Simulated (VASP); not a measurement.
# Ta (Im-3m) in VASP: a series of runs

Ta is run at these levels: LDA, PBE, LDA+U, BLYP; tasks: elastic constants, vibrations by perturbation theory, single point, electric field gradients.

All numbers are computed with VASP 6.6.1; they aren't measurements. Logs are shortened: lines on timing, memory, paths and dates and some standing lists are left out, and cuts for length are marked.

## (1) The cell of the first run

It takes space group Im-3m (No. 229, cubic). Conventional cell: a = 3.303 Å, b = 3.303 Å, c = 3.303 Å, α = 90.00°, β = 90.00°, γ = 90.00°. Ta (site symmetry m-3m) has 14 Ta at 2.86 to 3.30 Å within 3.8 Å.

## (2) Elastic constants, LDA

Input file INCAR:

```
ALGO = Normal
EDIFF = 1E-8
ENCUT = 600
GGA = CA
IBRION = 6
ISIF = 3
ISMEAR = -1
LASPH = T
LCHARG = F
LREAL = F
LWAVE = F
NELM = 80
NFREE = 2
NSW = 1
POTIM = 0.015
PREC = Accurate
SIGMA = 0.05
```

Input file KPOINTS:

```
k-points
0
Gamma
  8 8 8
```

Input file POSCAR:

```
Ta
1.0
   -1.6512800000      1.6512800000      1.6512800000
    1.6512800000     -1.6512800000      1.6512800000
    1.6512800000      1.6512800000     -1.6512800000
Ta
1
Direct
    0.0000000000      0.0000000000      0.0000000000
```

Potentials or basis: VASP PAW LDA potentials, release 64 (Ta_pv).

Launch:

```console
cat potpaw_LDA.64/Ta_pv/POTCAR > POTCAR
mpirun -np 1 vasp_std > vasp.out
```

OUTCAR:

```text
EDIFF = 1E-8
   ENCUT = 600
   GGA = CA
   IBRION = 6
   ISIF = 3
   ISMEAR = -1
   LASPH = T
   LREAL = F
   NELM = 80
   NFREE = 2
   NSW = 1
   POTIM = 0.015
   PREC = Accurate

 ion  position               nearest neighbor table
   1  0.000  0.000  0.000-

  LATTYP: Found a body centered cubic cell.
 ALAT       =     3.3025600000

  Lattice vectors:

 A1 = (  -1.6512800000,   1.6512800000,   1.6512800000)
 A2 = (   1.6512800000,  -1.6512800000,   1.6512800000)
 A3 = (   1.6512800000,   1.6512800000,  -1.6512800000)

Analysis of symmetry for initial positions (statically):
=====================================================================
 Subroutine PRICEL returns:
 Original cell was already a primitive cell.

 Routine SETGRP: Setting up the symmetry group for a
 body centered cubic supercell.

 Subroutine GETGRP returns: Found 48 space group operations
 (whereof 48 operations were pure point group operations)
 out of a pool of 48 trial point group operations.

The static configuration has the point symmetry O_h .

Analysis of symmetry for dynamics (positions and initial velocities):
=====================================================================
 Subroutine PRICEL returns:
 Original cell was already a primitive cell.

 Routine SETGRP: Setting up the symmetry group for a
 body centered cubic supercell.

 Subroutine GETGRP returns: Found 48 space group operations
 (whereof 48 operations were pure point group operations)
 out of a pool of 48 trial point group operations.

The dynamic configuration has the point symmetry O_h .

 Subroutine INISYM returns: Found 48 space group operations
 (whereof 48 operations are pure point group operations),
 and found     1 'primitive' translations

----------------------------------------------------------------------------------------

                                     Primitive cell

  volume of cell :      18.0104

  direct lattice vectors                    reciprocal lattice vectors
    -1.651280000  1.651280000  1.651280000     0.000000000  0.302795407  0.302795407
     1.651280000 -1.651280000  1.651280000     0.302795407  0.000000000  0.302795407
     1.651280000  1.651280000 -1.651280000     0.302795407  0.302795407  0.000000000

  length of vectors
     2.860100858  2.860100858  2.860100858     0.428217371  0.428217371  0.428217371

  position of ions in fractional coordinates (direct lattice)
     0.000000000  0.000000000  0.000000000

  ion indices of the primitive-cell ions
   primitive index   ion index
                 1           1

----------------------------------------------------------------------------------------

 KPOINTS: k-points

Automatic generation of k-mesh.
 Grid dimensions read from file:
 generate k-points for:    8    8    8

 Generating k-lattice:

  Cartesian coordinates                     Fractional coordinates (reciprocal lattice)
     0.000000000  0.037849426  0.037849426     0.125000000  0.000000000  0.000000000
     0.037849426  0.000000000  0.037849426     0.000000000  0.125000000  0.000000000
     0.037849426  0.037849426  0.000000000     0.000000000  0.000000000  0.125000000

  Length of vectors
     0.053527171  0.053527171  0.053527171

[... 87 lines left out ...]
  volume of cell :       18.01
 maximum number of plane-waves:       614
   NGX = 11   NGY = 11   NGZ = 11

--------------------------------------- Ionic step        1  -------------------------------------------

 number of electron      11.0000002 magnetization

 Free energy of the ion-electron system (eV)
  ---------------------------------------------------
  ext. energy  EPLUGINS =         0.00000000
  ---------------------------------------------------
  free energy    TOTEN  =       -12.84299666 eV

  energy without entropy =      -12.83599325  energy(sigma->0) =      -12.83949496

------------------------ aborting loop because EDIFF is reached ----------------------------------------

  FORCE on cell =-STRESS in cart. coord.  units (eV):
  Direction    XX          YY          ZZ          XY          YZ          ZX
  --------------------------------------------------------------------------------------
  -------------------------------------------------------------------------------------
  Total       -1.1062620     -1.1062620     -1.1062620      0.0000000      0.0000000      0.0000000
  in kB      -98.4116275    -98.4116275    -98.4116275      0.0000000      0.0000000      0.0000000
  external PRESSURE =     -98.4116275 kB  Pullay stress =       0.0000000 kB
[... 86 lines left out ...]
  FREE ENERGIE OF THE ION-ELECTRON SYSTEM (eV)
  ---------------------------------------------------
  free  energy   TOTEN  =       -12.8560065724 eV

  energy  without entropy=      -12.8492505775  energy(sigma->0) =      -12.85262857

[... ionic steps 4 to 12 ...]

--------------------------------------- Ionic step       13  -------------------------------------------

 number of electron      11.0000002 magnetization

------------------------ aborting loop because EDIFF is reached ----------------------------------------
[... 65 lines left out ...]
--------------------------------------- Ionic step       15  -------------------------------------------

 number of electron      11.0000001 magnetization

 Free energy of the ion-electron system (eV)
  ---------------------------------------------------
  ext. energy  EPLUGINS =         0.00000000
  ---------------------------------------------------
  free energy    TOTEN  =       -12.84299565 eV

  energy without entropy =      -12.83599220  energy(sigma->0) =      -12.83949393

 E-fermi :   5.3879     XC(G=0): -12.7931

 val. band max:        5.3060776618   @ k =   0.2500   0.0000   0.0000
 cond. band min:       5.4164067831   @ k =  -0.2500   0.2500   0.1250
 fundamental gap:      0.1103291213
 Fermi energy:         5.3878969331

 k-point     1 :       0.0000    0.0000    0.0000
  band No.  band energies     occupation
      1     -27.4809      2.00000
      2     -27.4809      2.00000
      3     -27.4809      2.00000
      4      -2.4440      2.00000
      5       6.0802      0.00000
      6       6.0802      0.00000
      7       6.0802      0.00000
      8       9.3357      0.00000
      9       9.3357      0.00000
[... 265 lines left out ...]
 k-point    24 :      -0.3750    0.3750    0.2500
  band No.  band energies     occupation
      1     -28.3761      2.00000
      2     -28.0377      2.00000
      3     -27.9280      2.00000
      4       2.6111      2.00000
      5       3.4181      2.00000
      6       6.6473      0.00000
      7       7.3365      0.00000
      8      10.7881      0.00000
      9      10.9183      0.00000

 [... further k-points ...]
[... 5 lines left out ...]
  --------------------------------------------------------------------------------------
  -------------------------------------------------------------------------------------
  Total       -1.1061572     -1.1061572     -1.1061572      0.0000000      0.0000000      0.0000000
  in kB      -98.4023091    -98.4023091    -98.4023091      0.0000000      0.0000000      0.0000000
  external PRESSURE =     -98.4023091 kB  Pullay stress =       0.0000000 kB
[... 16 lines left out ...]
  FREE ENERGIE OF THE ION-ELECTRON SYSTEM (eV)
  ---------------------------------------------------
  free  energy   TOTEN  =       -12.8429956539 eV

  energy  without entropy=      -12.8359922039  energy(sigma->0) =      -12.83949393

 INTERNAL STRAIN TENSORS FROM STRAINED CELLS
 ============================================

 INTERNAL STRAIN TENSOR FOR ION    1 for displacements in x,y,z  (eV/Angst):
          X           Y           Z          XY          YZ          ZX
  --------------------------------------------------------------------------------
  x     0.00000     0.00000     0.00000    -0.00000    -0.00000    -0.00000
  y    -0.00000    -0.00000     0.00000     0.00000     0.00000     0.00000
  z     0.00000    -0.00000     0.00000     0.00000    -0.00000    -0.00000

 INTERNAL STRAIN TENSORS FROM DISPLACED ATOMS
 ============================================

 INTERNAL STRAIN TENSOR FOR ION    1 for displacements in x,y,z  (eV/Angst):
          X           Y           Z          XY          YZ          ZX
  --------------------------------------------------------------------------------
  x     0.00000     0.00000     0.00000     0.00000     0.00000     0.00000
  y     0.00000     0.00000     0.00000     0.00000     0.00000     0.00000
  z     0.00000     0.00000     0.00000     0.00000     0.00000     0.00000

 Eigenvectors and eigenvalues of the dynamical matrix
 ----------------------------------------------------

   1 f/i=    0.000000 THz     0.000000 2PiTHz    0.000000 cm-1     0.000000 meV
             X         Y         Z           dx          dy          dz
      0.000000  0.000000  0.000000    -0.216930   -0.976187    0.000000

   2 f/i=    0.000000 THz     0.000000 2PiTHz    0.000000 cm-1     0.000000 meV
             X         Y         Z           dx          dy          dz
      0.000000  0.000000  0.000000     0.976187   -0.216930    0.000000

   3 f/i=    0.000000 THz     0.000000 2PiTHz    0.000000 cm-1     0.000000 meV
             X         Y         Z           dx          dy          dz
      0.000000  0.000000  0.000000     0.000000    0.000000    1.000000

--------------------------------------------------------------------------------------------------------

 ELASTIC MODULI CONTR FROM IONIC RELAXATION (kBar)
 Direction    XX          YY          ZZ          XY          YZ          ZX
 --------------------------------------------------------------------------------
 XX           0.0000      0.0000      0.0000      0.0000      0.0000      0.0000
 YY           0.0000      0.0000      0.0000      0.0000      0.0000      0.0000
 ZZ           0.0000      0.0000      0.0000      0.0000      0.0000      0.0000
 XY           0.0000      0.0000      0.0000      0.0000      0.0000      0.0000
 YZ           0.0000      0.0000      0.0000      0.0000      0.0000      0.0000
 ZX           0.0000      0.0000      0.0000      0.0000      0.0000      0.0000
 --------------------------------------------------------------------------------

 TOTAL ELASTIC MODULI (kBar)
 Direction    XX          YY          ZZ          XY          YZ          ZX
 --------------------------------------------------------------------------------
 XX        2836.8263   1592.5192   1592.5192      0.0000      0.0000     -0.0000
 YY        1592.5192   2836.8263   1592.5192     -0.0000      0.0000      0.0000
 ZZ        1592.5192   1592.5192   2836.8263     -0.0000      0.0000     -0.0000
 XY           0.0000     -0.0000     -0.0000   1009.2525     -0.0000      0.0000
 YZ           0.0000      0.0000      0.0000     -0.0000   1009.2525      0.0000
 ZX          -0.0000      0.0000     -0.0000      0.0000      0.0000   1009.2525
 --------------------------------------------------------------------------------
```

It took 90 s on 1 thread of AMD EPYC 9R45 (Zen 5), shared host; peak memory 0.16 GiB.

Results:

* Elastic constants C11, C12, C44: 284, 159, 101 GPa
* Voigt bulk modulus: 201 GPa

Elastic tensor in Voigt notation (GPa, in the Cartesian axes of the cell as first typed):
```
284 159 159   0   0   0
159 284 159   0   0   0
159 159 284   0   0   0
  0   0   0 101   0   0
  0   0   0   0 101   0
  0   0   0   0   0 101
```

Clamped-ion elastic tensor (GPa):
```
284 159 159   0   0   0
159 284 159   0   0   0
159 159 284   0   0   0
  0   0   0 101   0   0
  0   0   0   0 101   0
  0   0   0   0   0 101
```

Caveat: the cell is under stress, which shifts elastic constants; spin-orbit coupling is left out, which moves the levels of the heavy elements.

## (3) Vibrations by perturbation theory, PBE

Input file INCAR:

```
SYSTEM = Ta
PREC = Accurate ; ENCUT = 520
EDIFF = 1E-8 ; ISMEAR = -1
SIGMA = 0.05 ; LREAL = .False.
LASPH = .True. ; NELM = 60
ALGO = Normal ; ISIF = 2
LWAVE = .False. ; LCHARG = .False.
GGA = PE ; NBANDS = 12
IBRION = 8 ; NSW = 1
```

Input file KPOINTS:

```
Automatic mesh
0
Gamma
  8 8 8
  0 0 0
```

POSCAR is that of step 2.

Potentials or basis: VASP PAW PBE potentials, release 64 (Ta_pv).

Launch:

```console
cat potpaw_PBE.64/Ta_pv/POTCAR > POTCAR
mpirun -np 1 vasp_std > vasp.out
```

OUTCAR:

```text
SYSTEM = Ta
   PREC = Accurate
   ENCUT = 520
   EDIFF = 1E-8
   ISMEAR = -1
   LREAL = .False.
   LASPH = .True.
   NELM = 60
   ISIF = 2
   GGA = PE
   IBRION = 8
   NSW = 1

 ion  position               nearest neighbor table
   1  0.000  0.000  0.000-

  LATTYP: Found a body centered cubic cell.
 ALAT       =     3.3025600000

  Lattice vectors:

 A1 = (  -1.6512800000,   1.6512800000,   1.6512800000)
 A2 = (   1.6512800000,  -1.6512800000,   1.6512800000)
[... 599 lines left out ...]
  y     0.00000     0.00000     0.00000     0.00000     0.00000     0.00000
  z     0.00000     0.00000     0.00000     0.00000     0.00000     0.00000

 SECOND DERIVATIVES (NOT SYMMETRIZED)
 ------------------------------------
               1X          1Y          1Z
  1X    -0.007281    0.000000    0.000000
  1Y     0.000000   -0.007281    0.000000
  1Z     0.000000    0.000000   -0.007281

 Eigenvectors and eigenvalues of the dynamical matrix
 ----------------------------------------------------

   1 f  =    0.099169 THz     0.623097 2PiTHz    3.307923 cm-1     0.410130 meV
             X         Y         Z           dx          dy          dz
      0.000000  0.000000  0.000000     1.000000    0.000000    0.000000

   2 f  =    0.099169 THz     0.623097 2PiTHz    3.307923 cm-1     0.410130 meV
             X         Y         Z           dx          dy          dz
      0.000000  0.000000  0.000000     0.000000    1.000000    0.000000

   3 f  =    0.099169 THz     0.623097 2PiTHz    3.307923 cm-1     0.410130 meV
             X         Y         Z           dx          dy          dz
      0.000000  0.000000  0.000000     0.000000    0.000000    1.000000

--------------------------------------------------------------------------------------------------------

 ELASTIC MODULI CONTR FROM IONIC RELAXATION (kBar)
 Direction    XX          YY          ZZ          XY          YZ          ZX
 --------------------------------------------------------------------------------
 XX           0.0000      0.0000      0.0000      0.0000      0.0000      0.0000
 YY           0.0000      0.0000      0.0000      0.0000      0.0000      0.0000
 ZZ           0.0000      0.0000      0.0000      0.0000      0.0000      0.0000
 XY           0.0000      0.0000      0.0000      0.0000      0.0000      0.0000
 YZ           0.0000      0.0000      0.0000      0.0000      0.0000      0.0000
 ZX           0.0000      0.0000      0.0000      0.0000      0.0000      0.0000
 --------------------------------------------------------------------------------
```

stdout:

```text
POSCAR found type information on POSCAR Ta
 POSCAR found :  1 types and       1 ions
 scaLAPACK will be used
 LDA part: xc-table for (Slater+PW92), standard interpolation
 POSCAR, INCAR and KPOINTS ok, starting setup
 FFT: planning ... GRIDC
 FFT: planning ... GRID_SOFT
 FFT: planning ... GRID
 WAVECAR not read
 entering main loop
 Linear response reoptimize wavefunctions to high precision
 Linear response DOF=           1
 Linear response progress:
 first order change of Fermi-energy   0.28822E-03
 force on displaced ion       1 direction 1 :  -0.007   0.000   0.000
 Linear response finished
```

It took 19 s on 1 thread of AMD EPYC 9R45 (Zen 5), shared host; peak memory 0.13 GiB.

Caveat: spin-orbit coupling is left out, which moves the levels of the heavy elements.

## (4) Elastic constants, PBE

Input file INCAR:

```
ALGO     = Normal         # electronic algorithm
EDIFF    = 1E-8           # SCF threshold, eV
ENCUT    = 600            # plane-wave cutoff, eV
GGA      = PE             # functional
IBRION   = 6              # ionic algorithm
ISIF     = 3              # what is computed and relaxed
ISMEAR   = -1             # smearing method
LASPH    = True           # aspherical terms in the spheres
LCHARG   = True           # write CHGCAR
LREAL    = False          # projectors in reciprocal space
LWAVE    = False          # write WAVECAR
NBANDS   = 12             # bands
NELM     = 100            # most SCF steps
NFREE    = 2            
NSW      = 1              # ionic steps
POTIM    = 0.015          # step
PREC     = Accurate       # precision mode
SIGMA    = 0.05           # smearing width, eV
```

Input file KPOINTS:

```
k-points
0
Gamma
  8 8 8
```

POSCAR is that of step 3.

Launch:

```console
cat potpaw_PBE.64/Ta_pv/POTCAR > POTCAR
mpirun -np 1 vasp_std > vasp.out
```

Run time: 1.7 min. Hardware: 1 thread of AMD EPYC 9R45 (Zen 5), shared host; peak memory 0.16 GiB.

The run converged. Its results:

| Item | Value |
| --- | --- |
| Elastic constants C11, C12, C44 | 286, 167, 110 GPa |
| Voigt bulk modulus | 207 GPa |

Elastic tensor in Voigt notation (GPa, in the Cartesian axes of the cell as first typed):
```
286 167 167   0   0   0
167 286 167   0   0   0
167 167 286   0   0   0
  0   0   0 110   0   0
  0   0   0   0 110   0
  0   0   0   0   0 110
```

Clamped-ion elastic tensor (GPa):
```
286 167 167   0   0   0
167 286 167   0   0   0
167 167 286   0   0   0
  0   0   0 110   0   0
  0   0   0   0 110   0
  0   0   0   0   0 110
```

Caveat: the cell is under stress, which shifts elastic constants; spin-orbit coupling is left out, which moves the levels of the heavy elements.

## (5) Single point, LDA+U, non-collinear spin, zero start, spin-orbit coupling

Input file INCAR:

```
SYSTEM = Ta
  ALGO = Normal
  EDIFF = 1E-6
  ENCUT = 520
  GGA = CA
  GGA_COMPAT = .FALSE.
  ISIF = 2
  ISMEAR = -1
  LASPH = .TRUE.
  LCHARG = .TRUE.
  LDAU = .TRUE.
  LDAUJ = 0
  LDAUL = 2
  LDAUPRINT = 1
  LDAUTYPE = 2
  LDAUU = 4.5
  LMAXMIX = 4
  LNONCOLLINEAR = .TRUE.
  LORBIT = 11
  LORBMOM = .TRUE.
  LREAL = .FALSE.
  LSORBIT = .TRUE.
  LVHAR = .TRUE.
  LWAVE = .FALSE.
  MAGMOM = 0 0 0
  NBANDS = 22
  NELM = 150
  PREC = Accurate
  SIGMA = 0.01
```

Input file KPOINTS:

```
k-points
0
G
  11 11 11
  0 0 0
```

POSCAR is that of step 4.

Potentials or basis: VASP PAW LDA potentials, release 64 (Ta_pv).

Launch:

```console
cat potpaw_LDA.64/Ta_pv/POTCAR > POTCAR
mpirun -np 1 vasp_ncl > vasp.out
```

Run time: 58 s. Hardware: 1 thread of Intel Xeon Platinum 8259CL at 2.50GHz (Skylake/Cascade Lake), shared host; peak memory 0.19 GiB.

Results (log left out):

| Quantity | Value |
| --- | --- |
| Free energy | -9.4845 eV |
| Pressure | 6.7 GPa |
| Net moment | 0.00 μB per cell |
| Valence electrons inside the program's atomic spheres | Ta 8.87 |

Moments on the atoms (μB; x, y, z):
```
Ta  0.00 0.00 0.00
```

Caveat: the U is typed as a test and isn't derived for this compound.

[end of part 1 of 2]
